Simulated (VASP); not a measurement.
Write the native input for VASP 6.6.1 that does the following.

```yaml
Task: single point
Functional: PBE
Dispersion: D3(BJ)
Potentials_or_basis: VASP PAW PBE potentials, release 64 (W_sv, S)
Cutoff: 520 eV
k_mesh: 10 × 10 × 3
Occupations: gaussian, width 0.05 eV
Spin: no spin polarisation
Dipole_correction: no
Further_INCAR_settings: ALGO = Normal; EDIFF = 1e-06; NBANDS = 35
```

The structure of WS2 lies in POSCAR:

```
WS2
1.0
   -3.1542061832      0.0000000000      0.0000000000
   -1.5771030916     -2.7316226834      0.0000000000
    0.0000000000      0.0000000000     12.3899091344
W S
2 4
Direct
    0.3333333333      0.3333333333      0.2449555724
    0.6666666667      0.6666666667      0.7348667171
    0.3333333333      0.3333333333      0.6077714407
    0.6666666667      0.6666666667      0.1178602959
    0.3333333333      0.3333333333      0.8619619935
    0.6666666667      0.6666666667      0.3720508488
```

The input as run:

INCAR

```
PREC = Accurate
ENCUT = 520
EDIFF = 1E-6
ISMEAR = 0
SIGMA = 0.05
LREAL = False
LASPH = True
NELM = 80
ALGO = Normal
ISIF = 2
LWAVE = False
LCHARG = False
GGA = PE
IVDW = 12
NBANDS = 35
```

KPOINTS

```
regular mesh
0
Gamma
  10 10 3
```

Potentials or basis: VASP PAW PBE potentials, release 64 (W_sv, S).

Launch:

```bash
$ cat potpaw_PBE.64/W_sv/POTCAR potpaw_PBE.64/S/POTCAR > POTCAR
$ mpirun -np 1 vasp_std > vasp.out
```

Results of the run:

```yaml
Pressure: -0.2 GPa
Largest_force: 0.088 eV/Å
Band_gap_on_the_k_mesh: 1.08 eV, indirect (least direct gap 2.17 eV)
Dispersion_energy_per_atom: -0.426 eV
```

Caveat: spin-orbit coupling is left out, which moves the levels of the heavy elements.

Wall time 63 s on 1 thread of Intel(R) Xeon(R) 6975P-C (Granite Rapids) (shared host), peak memory 0.29 GiB.
